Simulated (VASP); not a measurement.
Runs of VASP 6.6.1 on Si. The structure is that of space group Fd-3m (No. 227), or close to it. The cells are those of the table. 

```csv
task,cell,k mesh,cutoff (eV),smearing,gap on the mesh (eV),pressure (GPa),relaxed volume (Å³/atom)
relaxation of cell and atoms,"relaxed from a = 3.982 Å, angles 60.0°, 2 atoms",8 × 8 × 8,600,gaussian 0.02 eV,0.51,0.0,20.08
single point,"a = 3.843 Å, angles 60.0°, 2 atoms",12 × 12 × 12,520,gaussian 0.02 eV,0.46,0.1,-
single point,"a = 3.843 Å, angles 60.0°, 2 atoms",8 × 8 × 8,520,gaussian 0.02 eV,0.51,0.1,-
relaxation of cell and atoms,"relaxed from a = 3.843 Å, angles 60.0°, 2 atoms",12 × 12 × 12,600,gaussian 0.02 eV,0.46,-0.1,20.09
single point,"a = 3.982 Å, angles 60.0°, 2 atoms",6 × 6 × 6,520,gaussian 0.1 eV,(a),-7.9,-
```

Alike in all rows: level PBEsol; potentials or basis VASP PAW PBE potentials, release 64 (Si); no spin polarisation.

Problem. Estimate the missing entries.

Solution. (a) 0.76.

Caveats: the PAW data sets were made with another functional, which shifts forces and pressure a little.

A k mesh can miss the band edges.
